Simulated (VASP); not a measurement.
# SiF (R-3m) in VASP: further runs, part 2 of 2

VASP 6.6.1.

## 4. Single point, PBE

This run uses another cell than the first one, of 11.37 Å³/atom, 0.940 times its volume.

File INCAR:

```
SYSTEM = SiF
ALGO = Normal
EDIFF = 1E-6
ENCUT = 520
GGA = PE
ISIF = 2
ISMEAR = -1
LASPH = .TRUE.
LCHARG = .FALSE.
LREAL = .FALSE.
LWAVE = .FALSE.
NBANDS = 12
NELM = 60
PREC = Accurate
SIGMA = 0.05
```

File KPOINTS:

```
k-points
0
G
  12 12 12
  0 0 0
```

File POSCAR:

```
SiF
1.0
    1.3112739651      0.7570633283      3.8187303235
   -1.3112739651      0.7570633283      3.8187303235
    0.0000000000     -1.5141266565      3.8187303235
Si F
1 1
Direct
    0.5000000000      0.5000000000      0.5000000000
    0.0000000000      0.0000000000      0.0000000000
```

Potentials or basis: VASP PAW PBE potentials, release 64 (Si, F).

Launch:

```bash
$ cat potpaw_PBE.64/Si/POTCAR potpaw_PBE.64/F/POTCAR > POTCAR
$ mpirun -np 1 vasp_std > vasp.out
```

OUTCAR:

```text
SYSTEM = SiF
   EDIFF = 1E-6
   ENCUT = 520
   GGA = PE
   ISIF = 2
   ISMEAR = -1
   LASPH = .TRUE.
   LREAL = .FALSE.
   NELM = 60
   PREC = Accurate

 ion  position               nearest neighbor table
   1  0.500  0.500  0.500-   2 2.44   2 2.44   2 2.44   2 2.44   2 2.44   2 2.44
   2  0.000  0.000  0.000-   1 2.44   1 2.44   1 2.44   1 2.44   1 2.44   1 2.44

  LATTYP: Found a trigonal (rhomboedric) cell.
 ALAT       =     4.1079539406
 COS(alpha) =     0.7962180369

  Lattice vectors:

 A1 = (   1.3112739651,   0.7570633283,   3.8187303235)
 A2 = (  -1.3112739651,   0.7570633283,   3.8187303235)
 A3 = (   0.0000000000,  -1.5141266565,   3.8187303235)

Analysis of symmetry for initial positions (statically):
=====================================================================
 Subroutine PRICEL returns:
 Original cell was already a primitive cell.

 Routine SETGRP: Setting up the symmetry group for a
 trigonal (rhombohedral) supercell.

 Subroutine GETGRP returns: Found 12 space group operations
 (whereof 12 operations were pure point group operations)
 out of a pool of 12 trial point group operations.

The static configuration has the point symmetry D_3d.

Analysis of symmetry for dynamics (positions and initial velocities):
=====================================================================
 Subroutine PRICEL returns:
 Original cell was already a primitive cell.

 Routine SETGRP: Setting up the symmetry group for a
 trigonal (rhombohedral) supercell.

 Subroutine GETGRP returns: Found 12 space group operations
 (whereof 12 operations were pure point group operations)
 out of a pool of 12 trial point group operations.

The dynamic configuration has the point symmetry D_3d.

 Subroutine INISYM returns: Found 12 space group operations
 (whereof 12 operations are pure point group operations),
 and found     1 'primitive' translations

----------------------------------------------------------------------------------------
[... 116 lines left out ...]
  Thomas-Fermi vector in A             =   2.417171
   LORBIT       =      0    0 simple, 1 ext, 2 COOP (PROOUT), +10 PAW based schemes
   GGA     = PE    functional components
   LHFCALC =     F    Hartree Fock is set to
   AEXX    =    0.0000 exact exchange contribution
   IVDW    =     0    specifies the selected vdW correction
   LEPSILON=     F    determine dielectric tensor
   LRPA    =     F    only Hartree local field effects (RPA)
 non-spin polarized calculation
  energy-cutoff  :      520.00
  volume of cell :       22.75
 maximum number of plane-waves:       627
   NGX = 15   NGY = 15   NGZ = 15

 number of electron      10.9999999 magnetization

 Free energy of the ion-electron system (eV)
  ---------------------------------------------------
  ext. energy  EPLUGINS =         0.00000000
  ---------------------------------------------------
  free energy    TOTEN  =        -8.76422425 eV

  energy without entropy =       -8.76022422  energy(sigma->0) =       -8.76222423

 E-fermi :   7.5994     XC(G=0): -11.1010

 val. band max:        7.5970618279   @ k =  -0.1667   0.1667   0.1667
 cond. band min:       7.6010966483   @ k =  -0.3333   0.2500   0.0000
 fundamental gap:      0.0040348204
 Fermi energy:         7.5994029705

 k-point     1 :       0.0000    0.0000    0.0000
  band No.  band energies     occupation
      1     -17.0326      2.00000
      2      -3.5776      2.00000
      3      -0.3578      2.00000
      4       3.8101      2.00000
      5       3.8101      2.00000
      6      10.9895      0.00000
      7      15.2659      0.00000
      8      19.3524      0.00000
      9      19.3525      0.00000
     10      20.5833      0.00000
     11      20.5833      0.00000
     12      26.1000      0.00000
[... 331 lines left out ...]
 k-point    24 :      -0.4167    0.1667    0.0000
  band No.  band energies     occupation
      1     -16.0537      2.00000
      2      -0.5141      2.00000
      3       1.1503      2.00000
      4       2.2423      2.00000
      5       3.7767      2.00000
      6       5.6463      2.00000
      7       9.6494      0.00000
      8      11.2852      0.00000
      9      17.3911      0.00000
     10      20.0365      0.00000
     11      21.3344      0.00000
     12      24.7760      0.00000

 [... further k-points ...]
[... 5 lines left out ...]
  --------------------------------------------------------------------------------------
  -------------------------------------------------------------------------------------
  Total        0.6683127      0.6683108      1.2845151      0.0000000      0.0000000      0.0000000
  in kB       47.0754389     47.0753085     90.4802742      0.0000000      0.0000000      0.0000000
  external PRESSURE =      61.5436739 kB  Pullay stress =       0.0000000 kB

 VOLUME and BASIS-vectors are now :
 -----------------------------------------------------------------------------
  energy-cutoff  :      520.00
  volume of cell :       22.75
      direct lattice vectors                 reciprocal lattice vectors
     1.311273965  0.757063328  3.818730324     0.381308570  0.220148910  0.087289048
    -1.311273965  0.757063328  3.818730324    -0.381308570  0.220148910  0.087289048
     0.000000000 -1.514126657  3.818730324     0.000000000 -0.440297820  0.087289048

 POSITION                                       TOTAL-FORCE (eV/Angst)
 -----------------------------------------------------------------------------------
      0.00000      0.00000      5.72810        -0.000000     -0.000000     -0.000000
      0.00000      0.00000      0.00000         0.000000      0.000000      0.000000
 -----------------------------------------------------------------------------------
    total drift:                               -0.000000     -0.000000     -0.000000

  FREE ENERGIE OF THE ION-ELECTRON SYSTEM (eV)
  ---------------------------------------------------
  free  energy   TOTEN  =        -8.7642242453 eV

  energy  without entropy=       -8.7602242185  energy(sigma->0) =       -8.76222423
```

Run time: 25 s. Hardware: 1 thread of Intel Xeon 6975P-C (Granite Rapids), shared host; peak memory 0.19 GiB.

What came out:

* Free energy: -8.7642 eV
* Pressure: 6.2 GPa

Caveat: an odd number of electrons without spin polarisation forces a metal; a magnetic or distorted state may lie lower.
